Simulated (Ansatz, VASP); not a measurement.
Two plane-wave programs on W

The input INCAR:

```
  ALGO = Normal
  EDIFF = 1E-6
  ENCUT = 520
  ISIF = 2
  ISMEAR = 1
  LASPH = T
  LCHARG = F
  LREAL = F
  LWAVE = F
  NBANDS = 13
  NELM = 100
  PREC = Accurate
  SIGMA = 0.01
```

The input KPOINTS:

```
k-points
0
Gamma
  14 14 14
```

File POSCAR:

```
W
1.0
   -1.5676867250      1.5676867250      1.5676867250
    1.5676867250     -1.5676867250      1.5676867250
    1.5676867250      1.5676867250     -1.5676867250
W
1
Direct
    0.0000000000      0.0000000000      0.0000000000
```

Input for Ansatz:

```yaml
crystal:
  lattice:
    - [-1.567686725, 1.567686725, 1.567686725]
    - [1.567686725, -1.567686725, 1.567686725]
    - [1.567686725, 1.567686725, -1.567686725]
  atoms:
    - { symbol: W, position: [0.0, 0.0, 0.0] }
hamiltonian:
  xc: lda
  pseudopotentials:
    kind: paw
    azcp:
      W: "pseudopotentials/W.paw.azcp"
basis:
  ecutwfc: 420
  fft_grid_basis: typed
kpoints:
  mp_grid: { grid: [14, 14, 14], shift: [0, 0, 0] }
magnetization:
  spin_polarized: false
scf:
  occupations: { method: methfessel_paxton, width: 0.01 }
  lower_state_search: "off"
output:
  stress: true
  write_density: true
  write_potential: true
  elf: true
  volumetric_format: npy
```

Alike in both runs: task single point; functional LDA; k mesh 14 × 14 × 14; occupations methfessel-paxton of order 1, width 0.01 eV; no spin polarisation.

|  | VASP | Ansatz |
| --- | --- | --- |
| version | VASP 6.6.1 | Ansatz 0.2.0 |
| potentials or method | VASP PAW LDA potentials, release 64 (W_sv), cutoff 520 eV | plane waves (420 eV) with PAW, scalar-relativistic |
| valence electrons in the cell | 14 | 14 |

Ansatz gave:

```
pressure (GPa) : -0.1
```

**Question.** What did VASP give for the same quantities?

**Answer.** Pressure (GPa): 1.8.

Ansatz warns that its potentials were made for another functional, while VASP's fit it. LDA's correlation is that of Perdew and Zunger in VASP and of Perdew and Wang (1992) in Ansatz.

Spin-orbit coupling is off throughout.
